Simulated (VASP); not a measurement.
# Au2Br (P4/mmm) in VASP: single point with PBE

Aim: the single point of Au2Br with PBE.

Everything below comes from runs of VASP 6.6.1. Logs are shortened: lines on timing, memory, paths and dates and some standing lists are left out, and cuts for length are marked.

### 1 The cell of the first run

It takes space group P4/mmm (No. 123, tetragonal). Conventional cell: a = 4.421 Å, b = 4.421 Å, c = 3.126 Å, α = 90.00°, β = 90.00°, γ = 90.00°. Au (site symmetry mmm) has 4 Br at 2.71 Å and 6 Au at 3.13 Å within 3.6 Å. Within 3.6 Å of Br (site symmetry 4/mmm) lie 8 Au at 2.71 Å and 2 Br at 3.13 Å.

### 2 Single point, PBE

Input file INCAR:

```
SYSTEM = Au2Br
ALGO = Normal
EDIFF = 1E-6
ENCUT = 520
GGA = PE
ISIF = 2
ISMEAR = 0
LASPH = .TRUE.
LCHARG = .FALSE.
LREAL = .FALSE.
LWAVE = .FALSE.
NBANDS = 22
NELM = 60
PREC = Accurate
SIGMA = 0.1
```

Input file KPOINTS:

```
k-points
0
G
  4 4 6
  0 0 0
```

Input file POSCAR:

```
Au2Br
1.0
    4.4206508700      0.0000000000      0.0000000000
    0.0000000000      4.4206508700      0.0000000000
    0.0000000000      0.0000000000      3.1258722100
Au Br
2 1
Direct
    0.0000000000      0.5000000000      0.0000000000
    0.5000000000      0.0000000000      0.0000000000
    0.5000000000      0.5000000000      0.5000000000
```

Potentials or basis: VASP PAW PBE potentials, release 64 (Au, Br).

On the command line:

```bash
> cat potpaw_PBE.64/Au/POTCAR potpaw_PBE.64/Br/POTCAR > POTCAR
> mpirun -np 1 vasp_std > vasp.out
```

OUTCAR:

```text
SYSTEM = Au2Br
   EDIFF = 1E-6
   ENCUT = 520
   GGA = PE
   ISIF = 2
   ISMEAR = 0
   LASPH = .TRUE.
   LREAL = .FALSE.
   NELM = 60
   PREC = Accurate

 ion  position               nearest neighbor table
   1  0.000  0.500  0.000-   3 2.71   3 2.71   3 2.71   3 2.71   2 3.13   2 3.13   2 3.13   2 3.13

   2  0.500  0.000  0.000-   3 2.71   3 2.71   3 2.71   3 2.71   1 3.13   1 3.13   1 3.13   1 3.13

   3  0.500  0.500  0.500-   1 2.71   2 2.71   1 2.71   2 2.71   2 2.71   2 2.71   1 2.71   1 2.71

  LATTYP: Found a simple tetragonal cell.
 ALAT       =     4.4206508700
 C/A-ratio  =     0.7071067818

  Lattice vectors:

 A1 = (   4.4206508700,   0.0000000000,   0.0000000000)
 A2 = (   0.0000000000,   4.4206508700,   0.0000000000)
 A3 = (   0.0000000000,   0.0000000000,   3.1258722100)

Analysis of symmetry for initial positions (statically):
=====================================================================
 Subroutine PRICEL returns:
 Original cell was already a primitive cell.

 Routine SETGRP: Setting up the symmetry group for a
 simple tetragonal supercell.

 Subroutine GETGRP returns: Found 16 space group operations
 (whereof 16 operations were pure point group operations)
 out of a pool of 16 trial point group operations.

The static configuration has the point symmetry D_4h.

Analysis of symmetry for dynamics (positions and initial velocities):
=====================================================================
 Subroutine PRICEL returns:
 Original cell was already a primitive cell.

 Routine SETGRP: Setting up the symmetry group for a
 simple tetragonal supercell.

 Subroutine GETGRP returns: Found 16 space group operations
 (whereof 16 operations were pure point group operations)
 out of a pool of 16 trial point group operations.

The dynamic configuration has the point symmetry D_4h.

 Subroutine INISYM returns: Found 16 space group operations
 (whereof 16 operations are pure point group operations),
 and found     1 'primitive' translations

----------------------------------------------------------------------------------------

                                     Primitive cell

  volume of cell :      61.0863

  direct lattice vectors                    reciprocal lattice vectors
     4.420650870  0.000000000  0.000000000     0.226211033  0.000000000  0.000000000
     0.000000000  4.420650870  0.000000000     0.000000000  0.226211033  0.000000000
     0.000000000  0.000000000  3.125872210     0.000000000  0.000000000  0.319910711

  length of vectors
     4.420650870  4.420650870  3.125872210     0.226211033  0.226211033  0.319910711

  position of ions in fractional coordinates (direct lattice)
     0.000000000  0.500000000  0.000000000
     0.500000000  0.000000000  0.000000000
     0.500000000  0.500000000  0.500000000

  ion indices of the primitive-cell ions
   primitive index   ion index
                 1           1
                 2           2
                 3           3

----------------------------------------------------------------------------------------

 KPOINTS: k-points

Automatic generation of k-mesh.
 Grid dimensions read from file:
 generate k-points for:    4    4    6

 Generating k-lattice:

  Cartesian coordinates                     Fractional coordinates (reciprocal lattice)
     0.056552758  0.000000000  0.000000000     0.250000000  0.000000000  0.000000000
     0.000000000  0.056552758  0.000000000     0.000000000  0.250000000  0.000000000
     0.000000000  0.000000000  0.053318452     0.000000000  0.000000000  0.166666667

  Length of vectors
     0.056552758  0.056552758  0.053318452

  Shift w.r.t. Gamma in fractional coordinates (k-lattice)
     0.000000000  0.000000000  0.000000000

 Subroutine IBZKPT returns following result:
 ===========================================

 Found     24 irreducible k-points:

 Following reciprocal coordinates:
            Coordinates               Weight
  0.000000  0.000000  0.000000      1.000000
  0.250000  0.000000  0.000000      4.000000
  0.500000  0.000000  0.000000      2.000000
  0.250000  0.250000  0.000000      4.000000
  0.500000  0.250000  0.000000      4.000000
  0.500000  0.500000  0.000000      1.000000
[... 16 lines left out ...]
  0.500000  0.250000  0.500000      4.000000
  0.500000  0.500000  0.500000      1.000000
   k-points           NKPTS =     24   k-points in BZ     NKDIM =     24   number of bands    NBANDS=     22
   number of dos      NEDOS =    301   number of ions     NIONS =      3
   total plane-waves  NPLWV =  31104
   dimension x,y,z NGX =    36 NGY =   36 NGZ =   24
   dimension x,y,z NGXF=    72 NGYF=   72 NGZF=   48
   ions per type =               2   1
   NGX,Y,Z   is equivalent  to a cutoff of  13.54, 13.54, 12.76 a.u.
   NGXF,Y,Z  is equivalent  to a cutoff of  27.08, 27.08, 25.53 a.u.
 SYSTEM =  Au2Br
   PREC   = accura    normal or accurate (medium, high low for compatibility)
   ISTART =      0    job   : 0-new  1-cont  2-samecut
   ICHARG =      2    charge: 1-file 2-atom 10-const
   ISPIN  =      1    spin polarized calculation?
   LNONCOLLINEAR =      F non collinear calculations
   LSORBIT =      F    spin-orbit coupling
   LASPH  =      T    aspherical Exc in radial PAW
   ENCUT  =  520.0 eV  38.22 Ry    6.18 a.u.   8.22  8.22  5.81*2*pi/ulx,y,z
   NELM   =     60;   NELMIN=  2; NELMDL= -5     # of ELM steps
   EDIFF  = 0.1E-05   stopping-criterion for ELM
   LREAL  =      F    real-space projection
   EDIFFG = 0.1E-04   stopping-criterion for IOM
   NSW    =      0    number of steps for IOM
   IBRION =     -1    ionic relax: 0-MD 1-quasi-New 2-CG
   NFREE  =      0    steps in history (QN), initial steepest desc. (CG)
   ISIF   =      2    stress and relaxation
   ISYM   =      2    0-nonsym 1-usesym 2-fastsym
   POTIM  = 0.5000    time-step for ionic-motion
   TEBEG  =    0.0;   TEEND  =   0.0 temperature during run
   PSTRESS=    0.0 pullay stress
   NELECT =      29.0000    total number of electrons
   NUPDOWN=      -1.0000    fix difference up-down
   EMIN   =  10.00;   EMAX   =-10.00  energy-range for DOS
   EFERMI =   0.00;   METHOD = LEGACY
   ISMEAR =     0;   SIGMA  =   0.10  broadening in eV -4-tet -1-fermi 0-gaus
   EFERMI_NEDOS =   21; number of points for ismear=-14 and -15
   IALGO  =     38    algorithm
   IMIX   =      4    mixing-type and parameters
     AMIX     =   0.40;   BMIX     =  1.00
     AMIX_MAG =   1.60;   BMIX_MAG =  1.00
  volume/ion in A,a.u.               =      20.36       137.41
  Fermi-wavevector in a.u.,A,eV,Ry     =   1.277104  2.413377 22.191031  1.630995
  Thomas-Fermi vector in A             =   2.409723
   LORBIT       =      0    0 simple, 1 ext, 2 COOP (PROOUT), +10 PAW based schemes
   GGA     = PE    functional components
   LHFCALC =     F    Hartree Fock is set to
   AEXX    =    0.0000 exact exchange contribution
   IVDW    =     0    specifies the selected vdW correction
   LEPSILON=     F    determine dielectric tensor
   LRPA    =     F    only Hartree local field effects (RPA)
 non-spin polarized calculation
 Gauss-broadening in eV      SIGMA  =   0.10
  energy-cutoff  :      520.00
  volume of cell :       61.09
 maximum number of plane-waves:      1680
 NGX is ok and might be reduce to    36
   NGX = 17   NGY = 17   NGZ = 11

 number of electron      28.9999997 magnetization

 Free energy of the ion-electron system (eV)
  ---------------------------------------------------
  ext. energy  EPLUGINS =         0.00000000
  ---------------------------------------------------
  free energy    TOTEN  =        -5.37588044 eV

  energy without entropy =       -5.36631297  energy(sigma->0) =       -5.37109670

 E-fermi :   7.2136     XC(G=0): -11.0629

 val. band max:        7.2077337877   @ k =   0.5000   0.2500   0.3333
 cond. band min:       7.2758792906   @ k =   0.5000   0.5000   0.0000
 fundamental gap:      0.0681455029
 Fermi energy:         7.2136289812

 k-point     1 :       0.0000    0.0000    0.0000
  band No.  band energies     occupation
      1     -11.1528      2.00000
      2       0.9960      2.00000
      3       0.9960      2.00000
      4       1.2858      2.00000
      5       1.6158      2.00000
      6       1.8393      2.00000
[... 14 lines left out ...]
     21      18.4891      0.00000
     22      19.1340      0.00000

 k-point     2 :       0.2500    0.0000    0.0000
  band No.  band energies     occupation
      1     -11.0351      2.00000
      2      -0.6858      2.00000
      3       0.6412      2.00000
      4       1.5576      2.00000
      5       2.1555      2.00000
      6       2.1843      2.00000
[... 14 lines left out ...]
     21      18.1235      0.00000
     22      18.2581      0.00000

 k-point     3 :       0.5000    0.0000    0.0000
  band No.  band energies     occupation
      1     -10.9099      2.00000
      2      -1.5932      2.00000
      3       0.4460      2.00000
      4       1.7467      2.00000
      5       1.8567      2.00000
      6       2.2604      2.00000
[... 14 lines left out ...]
     21      16.8386      0.00000
     22      19.0263      0.00000

 k-point     4 :       0.2500    0.2500    0.0000
  band No.  band energies     occupation
      1     -10.9170      2.00000
      2      -0.7922      2.00000
      3      -0.7664      2.00000
      4       1.7076      2.00000
      5       1.7373      2.00000
      6       2.2340      2.00000
[... 14 lines left out ...]
     21      17.9783      0.00000
     22      18.0703      0.00000

 k-point     5 :       0.5000    0.2500    0.0000
  band No.  band energies     occupation
      1     -10.7912      2.00000
      2      -1.6577      2.00000
      3      -0.8638      2.00000
      4       1.4042      2.00000
      5       1.9152      2.00000
      6       2.0239      2.00000
[... 417 lines left out ...]
 k-point    22 :       0.2500    0.2500    0.5000
  band No.  band energies     occupation
      1      -9.9426      2.00000
      2      -1.9705      2.00000
      3       0.0712      2.00000
      4       0.0895      2.00000
      5       2.1591      2.00000
      6       2.5713      2.00000
[... 14 lines left out ...]
     21      15.4426      0.00000
     22      16.7361      0.00000

 k-point    23 :       0.5000    0.2500    0.5000
  band No.  band energies     occupation
      1      -9.9897      2.00000
      2      -1.4079      2.00000
      3       0.2288      2.00000
      4       0.9551      2.00000
      5       2.0180      2.00000
      6       2.4088      2.00000
[... 14 lines left out ...]
     21      15.3720      0.00000
     22      19.2343      0.00000

 k-point    24 :       0.5000    0.5000    0.5000
  band No.  band energies     occupation
      1     -10.0366      2.00000
      2      -0.6954      2.00000
      3       1.3584      2.00000
      4       1.3584      2.00000
      5       1.6914      2.00000
      6       1.6914      2.00000
[... 14 lines left out ...]
     21      17.2260      0.00000
     22      20.6137      0.00000

------------------------ aborting loop because EDIFF is reached ----------------------------------------

  FORCE on cell =-STRESS in cart. coord.  units (eV):
  Direction    XX          YY          ZZ          XY          YZ          ZX
  --------------------------------------------------------------------------------------
  -------------------------------------------------------------------------------------
  Total        4.1737569      4.1737569     10.2142736      0.0000000     -0.0000000      0.0000000
  in kB      109.4697375    109.4697375    267.9010502      0.0000000     -0.0000000      0.0000000
  external PRESSURE =     162.2801750 kB  Pullay stress =       0.0000000 kB

 VOLUME and BASIS-vectors are now :
 -----------------------------------------------------------------------------
  energy-cutoff  :      520.00
  volume of cell :       61.09
      direct lattice vectors                 reciprocal lattice vectors
     4.420650870  0.000000000  0.000000000     0.226211033  0.000000000  0.000000000
     0.000000000  4.420650870  0.000000000     0.000000000  0.226211033  0.000000000
     0.000000000  0.000000000  3.125872210     0.000000000  0.000000000  0.319910711

 POSITION                                       TOTAL-FORCE (eV/Angst)
 -----------------------------------------------------------------------------------
      0.00000      2.21033      0.00000         0.000000      0.000000      0.000000
      2.21033      0.00000      0.00000         0.000000      0.000000      0.000000
      2.21033      2.21033      1.56294         0.000000      0.000000      0.000000
 -----------------------------------------------------------------------------------
    total drift:                                0.000000      0.000000     -0.000000

  FREE ENERGIE OF THE ION-ELECTRON SYSTEM (eV)
  ---------------------------------------------------
  free  energy   TOTEN  =        -5.3758804402 eV

  energy  without entropy=       -5.3663129650  energy(sigma->0) =       -5.37109670
```

It took 26 s on 1 thread of Intel Xeon Platinum 8259CL at 2.50GHz (Skylake/Cascade Lake), shared host; peak memory 0.19 GiB.

What came out:

```
Free energy : -5.3759 eV
Pressure    : 16.2 GPa
```

Stress tensor (GPa, compression positive):
```
10.95  0.00  0.00
 0.00 10.95  0.00
 0.00  0.00 26.79
```

Levels at points of the mesh, in eV from the Fermi level:
| k point | band 13 | band 14 | band 15 | band 16 | band 17 | band 18 |
| --- | --- | --- | --- | --- | --- | --- |
| (0.00, 0.00, 0.00) | -3.19 | -2.97 | -2.55 | 0.81 | 5.37 | 5.37 |
| (0.50, 0.00, 0.00) | -3.08 | -2.09 | -1.02 | 2.19 | 4.58 | 6.32 |
| (0.50, 0.50, 0.00) | -2.14 | -1.26 | 0.06 | 3.40 | 3.40 | 4.17 |
| (0.00, 0.00, 0.50) | -0.01 | -0.01 | 1.05 | 2.58 | 2.68 | 2.68 |
| (0.50, 0.00, 0.50) | -2.34 | -0.91 | -0.13 | 2.52 | 2.96 | 5.07 |
| (0.50, 0.50, 0.50) | -2.52 | -2.52 | 0.80 | 0.80 | 2.12 | 6.54 |

Caveat: spin-orbit coupling is left out, which moves the levels of the heavy elements; an odd number of electrons without spin polarisation forces a metal; a magnetic or distorted state may lie lower.
